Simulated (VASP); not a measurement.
# MgI2 (P-3m1) in VASP: G0W0 quasiparticle levels with PBE

Aim: the G0W0 quasiparticle levels of MgI2 with PBE.

Everything below comes from runs of VASP 6.6.1. Logs are shortened: lines on timing, memory, paths and dates and some standing lists are left out, and cuts for length are marked.

## Step 1: The cell of the first run

Symmetry: P-3m1, No. 164, trigonal system. The conventional cell has a = 4.157 Å, b = 4.157 Å, c = 6.873 Å, α = 90.00°, β = 90.00°, γ = 120.00°. Within 3.8 Å of Mg (site symmetry -3m) lie 6 I at 2.92 Å. Within 3.8 Å of I (site symmetry 3m) lie 3 Mg at 2.92 Å.

## Step 2: G0W0 quasiparticle levels, PBE

File POSCAR:

```
MgI2
1.0
    4.1572130612      0.0000000000      0.0000000000
   -2.0786065306      3.6002521199      0.0000000000
    0.0000000000      0.0000000000      6.8733253065
Mg I
1 2
Direct
    0.0000000000      0.0000000000      0.0000000000
    0.3333333333      0.6666666667      0.2426220900
    0.6666666667      0.3333333333      0.7573779100
```

File INCAR.step1:

```
  ALGO = Normal
  EDIFF = 1E-8
  ENCUT = 500
  GGA = PE
  ISMEAR = 0
  LASPH = T
  LCHARG = F
  LREAL = F
  LWAVE = T
  NELM = 80
  PREC = Accurate
  SIGMA = 0.01
```

File INCAR.step2:

```
  ALGO = Exact
  EDIFF = 1E-8
  ENCUT = 500
  GGA = PE
  ISMEAR = 0
  ISTART = 1
  LASPH = T
  LCHARG = F
  LOPTICS = T
  LREAL = F
  LWAVE = T
  NBANDS = 38
  NELM = 1
  PREC = Accurate
  SIGMA = 0.01
```

File INCAR.step3:

```
  ALGO = EVGW0
  EDIFF = 1E-8
  ENCUT = 500
  ENCUTGW = 100.0
  GGA = PE
  ISMEAR = 0
  ISTART = 1
  LASPH = T
  LCHARG = F
  LREAL = F
  LWAVE = F
  NBANDS = 38
  NBANDSGW = 16
  NELMGW = 1
  NOMEGA = 48
  PREC = Accurate
  PRECFOCK = Fast
  SIGMA = 0.01
```

File KPOINTS:

```
k-points
0
Gamma
  6 6 2
```

Potentials or basis: VASP PAW PBE potentials, release 64 (Mg_GW, I_GW).

Command:

```bash
$ cat potpaw_PBE.64/Mg_GW/POTCAR potpaw_PBE.64/I_GW/POTCAR > POTCAR
$ cp INCAR.step1 INCAR
$ mpirun -np 1 vasp_std > vasp.out
$ cp INCAR.step2 INCAR
$ mpirun -np 1 vasp_std > vasp.out
$ cp INCAR.step3 INCAR
$ mpirun -np 1 vasp_std > vasp.out
```

OUTCAR:

```text
EDIFF = 1E-8
   ENCUT = 500
   ENCUTGW = 100.0
   GGA = PE
   ISMEAR = 0
   ISTART = 1
   LASPH = T
   LREAL = F
   NELMGW = 1
   PREC = Accurate
   PRECFOCK = Fast

 ion  position               nearest neighbor table
   1  0.000  0.000  0.000-   2 2.92   3 2.92   2 2.92   3 2.92   3 2.92   2 2.92
   2  0.333  0.667  0.243-   1 2.92   1 2.92   1 2.92
   3  0.667  0.333  0.757-   1 2.92   1 2.92   1 2.92

  LATTYP: Found a hexagonal cell.
 ALAT       =     4.1572130612
 C/A-ratio  =     1.6533493004

  Lattice vectors:

 A1 = (   4.1572130612,   0.0000000000,   0.0000000000)
 A2 = (  -2.0786065306,   3.6002521199,   0.0000000000)
 A3 = (   0.0000000000,   0.0000000000,   6.8733253065)

Analysis of symmetry for initial positions (statically):
=====================================================================
 Subroutine PRICEL returns:
 Original cell was already a primitive cell.

 Routine SETGRP: Setting up the symmetry group for a
 hexagonal supercell.

 Subroutine GETGRP returns: Found 12 space group operations
 (whereof 12 operations were pure point group operations)
 out of a pool of 24 trial point group operations.

The static configuration has the point symmetry D_3d.

Analysis of symmetry for dynamics (positions and initial velocities):
=====================================================================
 Subroutine PRICEL returns:
 Original cell was already a primitive cell.

 Routine SETGRP: Setting up the symmetry group for a
 hexagonal supercell.

 Subroutine GETGRP returns: Found 12 space group operations
 (whereof 12 operations were pure point group operations)
 out of a pool of 24 trial point group operations.

The dynamic configuration has the point symmetry D_3d.

 Subroutine INISYM returns: Found 12 space group operations
 (whereof 12 operations are pure point group operations),
 and found     1 'primitive' translations

----------------------------------------------------------------------------------------

                                     Primitive cell

  volume of cell :     102.8732

  direct lattice vectors                    reciprocal lattice vectors
     4.157213061  0.000000000  0.000000000     0.240545766  0.138879163  0.000000000
    -2.078606531  3.600252120  0.000000000     0.000000000  0.277758325  0.000000000
     0.000000000  0.000000000  6.873325306     0.000000000  0.000000000  0.145489986

  length of vectors
     4.157213061  4.157213061  6.873325306     0.277758325  0.277758325  0.145489986

  position of ions in fractional coordinates (direct lattice)
     0.000000000  0.000000000  0.000000000
     0.333333333  0.666666667  0.242622090
     0.666666667  0.333333333  0.757377910

  ion indices of the primitive-cell ions
   primitive index   ion index
                 1           1
                 2           2
                 3           3

----------------------------------------------------------------------------------------

 KPOINTS: k-points

Automatic generation of k-mesh.
 Grid dimensions read from file:
 generate k-points for:    6    6    2

 Generating k-lattice:

  Cartesian coordinates                     Fractional coordinates (reciprocal lattice)
     0.040090961  0.023146527  0.000000000     0.166666667  0.000000000  0.000000000
     0.000000000  0.046293054  0.000000000     0.000000000  0.166666667  0.000000000
     0.000000000  0.000000000  0.072744993     0.000000000  0.000000000  0.500000000

  Length of vectors
     0.046293054  0.046293054  0.072744993

  Shift w.r.t. Gamma in fractional coordinates (k-lattice)
     0.000000000  0.000000000  0.000000000

 Subroutine IBZKPT returns following result:
 ===========================================

 Found     14 irreducible k-points:

 Following reciprocal coordinates:
            Coordinates               Weight
  0.000000  0.000000  0.000000      1.000000
  0.166667 -0.000000  0.000000      6.000000
  0.333333 -0.000000  0.000000      6.000000
  0.500000 -0.000000  0.000000      3.000000
  0.166667  0.166667  0.000000      6.000000
  0.333333  0.166667  0.000000     12.000000
  0.333333  0.333333  0.000000      2.000000
  0.000000  0.000000  0.500000      1.000000
  0.166667 -0.000000  0.500000      6.000000
  0.333333 -0.000000  0.500000      6.000000
  0.500000 -0.000000  0.500000      3.000000
  0.166667  0.166667  0.500000      6.000000
  0.333333  0.166667  0.500000     12.000000
  0.333333  0.333333  0.500000      2.000000
   k-points           NKPTS =     14   k-points in BZ     NKDIM =     72   number of bands    NBANDS=     38
   number of dos      NEDOS =    301   number of ions     NIONS =      3
   total plane-waves  NPLWV =  45000
   dimension x,y,z NGX =    30 NGY =   30 NGZ =   50
   dimension x,y,z NGXF=    60 NGYF=   60 NGZF=  100
   ions per type =               1   2
   NGX,Y,Z   is equivalent  to a cutoff of  12.00, 12.00, 12.09 a.u.
   NGXF,Y,Z  is equivalent  to a cutoff of  23.99, 23.99, 24.19 a.u.
 SYSTEM =  unknown system
   PREC   = accura    normal or accurate (medium, high low for compatibility)
   ISTART =      1    job   : 0-new  1-cont  2-samecut
   ICHARG =      0    charge: 1-file 2-atom 10-const
   ISPIN  =      1    spin polarized calculation?
   LNONCOLLINEAR =      F non collinear calculations
   LSORBIT =      F    spin-orbit coupling
   LASPH  =      T    aspherical Exc in radial PAW
   ENCUT  =  500.0 eV  36.75 Ry    6.06 a.u.   7.58  7.58 12.53*2*pi/ulx,y,z
   NELM   =     60;   NELMIN=  2; NELMDL=  0     # of ELM steps
   EDIFF  = 0.1E-07   stopping-criterion for ELM
   LREAL  =      F    real-space projection
   EDIFFG = 0.1E-06   stopping-criterion for IOM
   NSW    =      0    number of steps for IOM
   IBRION =     -1    ionic relax: 0-MD 1-quasi-New 2-CG
   NFREE  =      0    steps in history (QN), initial steepest desc. (CG)
   ISIF   =      0    stress and relaxation
   ISYM   =      3    0-nonsym 1-usesym 2-fastsym
   POTIM  = 0.5000    time-step for ionic-motion
   TEBEG  =    0.0;   TEEND  =   0.0 temperature during run
   PSTRESS=    0.0 pullay stress
   NELECT =      16.0000    total number of electrons
   NUPDOWN=      -1.0000    fix difference up-down
   EMIN   =  10.00;   EMAX   =-10.00  energy-range for DOS
   EFERMI =   0.00;   METHOD = LEGACY
   ISMEAR =     0;   SIGMA  =   0.01  broadening in eV -4-tet -1-fermi 0-gaus
   EFERMI_NEDOS =   21; number of points for ismear=-14 and -15
   IALGO  =     38    algorithm
   IMIX   =      4    mixing-type and parameters
     AMIX     =   0.40;   BMIX     =  1.00
     AMIX_MAG =   1.60;   BMIX_MAG =  1.00
  volume/ion in A,a.u.               =      34.29       231.41
  Fermi-wavevector in a.u.,A,eV,Ry     =   0.880402  1.663718 10.545969  0.775107
  Thomas-Fermi vector in A             =   2.000757
   LORBIT       =      0    0 simple, 1 ext, 2 COOP (PROOUT), +10 PAW based schemes
   GGA     = PE    functional components
   LHFCALC =     T    Hartree Fock is set to
   PRECFOCK=fast      Normal, Fast or Accurate (Low or Medium for compatibility)
   ENCUT4O =  -1.0   cutoff for four orbital integrals eV
   NKREDX  =     1    reduce k-point grid by
   NKREDY  =     1    reduce k-point grid by
   NKREDZ  =     1    reduce k-point grid by
   AEXX    =    1.0000 exact exchange contribution
   HFSCREEN=    0.0000 screening length (either q_TF or 0.3 A-1)
   HFSCREENC=   0.0000 screening length for correlation (either q_TF or 0.3 A-1)
   ENCUTFOCK=  -1.0 apply spherical cutoff to Coloumb kernel
   IVDW    =     0    specifies the selected vdW correction
   LEPSILON=     F    determine dielectric tensor
   LRPA    =     F    only Hartree local field effects (RPA)
   LRPAFORCE           =     F    calculate RPA forces
   ENCUTGW             = 100.0    cutoff for response function in eV
   ENCUTGWSOFT         =  80.0    soft cutoff for Coulomb kernel in GW response function in eV
   ENCUTLF             =  -1.0    cutoff for local field effects
   NELMGW              =     1    number of iterations in solving QP/BSE equation
   NELMHF              =     1    number of iterations in the inner HF iteration
   NKREDLFX            =     1    NKREDLFY  =   1   NKREDLFZ  =   1
 non-spin polarized calculation
 Gauss-broadening in eV      SIGMA  =   0.01
  energy-cutoff  :      500.00
  volume of cell :      102.87
 maximum number of plane-waves:      2634
  NGX = 18; NGY = 18; NGZ = 30
   NGX = 15   NGY = 15   NGZ = 25
 maximum number of plane-waves:       245
 NGX is ok and might be reduce to    14

 QP shifts <psi_nk| G(iteration)W_0 |psi_nk>: iteration 1
 for sc-GW calculations column KS-energies equals QP-energies in previous step
 and V_xc(KS)=  KS-energies - (<T + V_ion + V_H > + <T+V_H+V_ion>^1  + <V_x>^1)

 k-point   1 :       0.0000    0.0000    0.0000
  band No.  KS-energies  QP-energies   sigma(KS)   V_xc(KS)     V^pw_x(r,r')   Z            occupation Imag(sigma)

      1      -9.7853     -10.1567     -12.2684     -11.7349     -18.9067       0.6962       2.0000       1.4461
      2      -9.0780      -9.2886     -12.5253     -12.2253     -19.0270       0.7022       2.0000       1.2980
      3      -1.2454      -2.0315     -10.7082      -9.6380     -13.7271       0.7345       2.0000       0.1595
      4       1.8265       1.4273     -11.8433     -11.3358     -14.1562       0.7866       2.0000       0.0780
      5       1.8265       1.4273     -11.8433     -11.3358     -14.1562       0.7866       2.0000       0.0780
      6       2.2062       1.8632     -11.9416     -11.5089     -14.1875       0.7926       2.0000       0.0728
[... 8 lines left out ...]
     15      10.4698      11.7493      -6.7305      -8.3325      -3.6140       0.7987       0.0000      -0.0959
     16      11.9180      13.3091      -6.7331      -8.4824      -3.6058       0.7953       0.0000      -0.1504

 k-point   2 :       0.1667   -0.0000    0.0000
  band No.  KS-energies  QP-energies   sigma(KS)   V_xc(KS)     V^pw_x(r,r')   Z            occupation Imag(sigma)

      1      -9.6449      -9.9931     -12.3134     -11.8184     -18.9192       0.7033       2.0000       1.4215
      2      -9.0072      -9.2064     -12.5583     -12.2764     -19.0385       0.7063       2.0000       1.2804
      3      -1.0528      -1.8164     -10.7583      -9.7262     -13.7004       0.7399       2.0000       0.1484
      4       0.8427       0.2781     -11.2937     -10.5655     -13.7019       0.7754       2.0000       0.0925
      5       1.3562       0.8797     -11.4485     -10.8391     -13.7486       0.7819       2.0000       0.0835
      6       1.5179       1.0558     -11.6832     -11.0937     -14.0251       0.7837       2.0000       0.0817
[... 8 lines left out ...]
     15      10.8630      12.1288      -6.6567      -8.2500      -3.4671       0.7945       0.0000      -0.1051
     16      11.0654      12.2330      -6.4606      -7.9250      -3.2873       0.7974       0.0000      -0.1092
[... 208 lines left out ...]
      5       0.3467      -0.2908     -11.1551     -10.3255     -13.6792       0.7684       2.0000       0.1023
      6       0.7410       0.1352     -11.3018     -10.5170     -13.7862       0.7719       2.0000       0.0962
[... 8 lines left out ...]
     15      11.5221      12.7668      -6.6675      -8.2536      -3.3029       0.7848       0.0000      -0.1353
     16      12.0497      13.3519      -6.9015      -8.5656      -3.5879       0.7825       0.0000      -0.1600

 k-point  14 :       0.3333    0.3333    0.5000
  band No.  KS-energies  QP-energies   sigma(KS)   V_xc(KS)     V^pw_x(r,r')   Z            occupation Imag(sigma)

      1      -8.9050      -9.0951     -12.6260     -12.3597     -19.0601       0.7139       2.0000       1.2621
      2      -8.9050      -9.0951     -12.6260     -12.3597     -19.0601       0.7139       2.0000       1.2621
      3      -0.8803      -1.6018     -10.7182      -9.7549     -13.5031       0.7489       2.0000       0.1325
      4      -0.4761      -1.2245     -10.9433      -9.9490     -13.7213       0.7527       2.0000       0.1259
      5      -0.4761      -1.2245     -10.9433      -9.9490     -13.7213       0.7527       2.0000       0.1259
      6       0.0770      -0.6321     -11.0530     -10.1222     -13.6855       0.7619       2.0000       0.1093
[... 8 lines left out ...]
     15      11.1197      12.3425      -6.7518      -8.2991      -3.4844       0.7903       0.0000      -0.1237
     16      11.1197      12.3425      -6.7518      -8.2991      -3.4844       0.7903       0.0000      -0.1237
```

It took 10 min on 1 thread of Intel Xeon Platinum 8375C at 2.90GHz (Ice Lake), shared host; peak memory 2.1 GiB.

What came out:

- Quasiparticle gap: 5.01 eV
- Least direct quasiparticle gap: 5.17 eV
- Band gap of the starting levels on the mesh: 3.52 eV
- Least direct gap of the starting levels on the mesh: 3.66 eV

Caveat: the k points lie up to 0.46 Å⁻¹ apart; bands, screening cutoff and mesh are small and nothing is extrapolated, so the quasiparticle values aren't converged; spin-orbit coupling is left out, which moves the levels of the heavy elements.
